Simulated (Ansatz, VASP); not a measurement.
**LiF: VASP beside Ansatz**

```xyz
2
Lattice="0.0121 1.9942 1.9942 1.9942 0.0121 1.9942 1.9942 1.9942 0.0121" Properties=species:S:1:pos:R:3 pbc="T T T"
Li    0.0000    0.0000    0.0000
F     2.0003    2.0003    2.0003
```

Change from the starting cell: epitaxial_111 strain -0.6%.

Alike in both runs: task single point; functional PBE; k mesh 10 × 10 × 10; occupations fermi-dirac, width 0.02 eV; no spin polarisation.

|  | VASP | Ansatz |
| --- | --- | --- |
| version | VASP 6.6.1 | Ansatz 0.2.0 |
| potentials or method | VASP PAW PBE potentials, release 64 (Li_sv, F) | plane waves, PAW |
| plane-wave cutoff (eV) | 520 | 420 |
| valence electrons in the cell | 10 | 10 |

|  | VASP | Ansatz | Ansatz less VASP |
| --- | --- | --- | --- |
| gap on the k mesh at the Fermi level (eV) | 9.43 | 9.42 | -0.003 |

Noted on VASP's run: the cutoff is short for stress, so the pressure is rough.
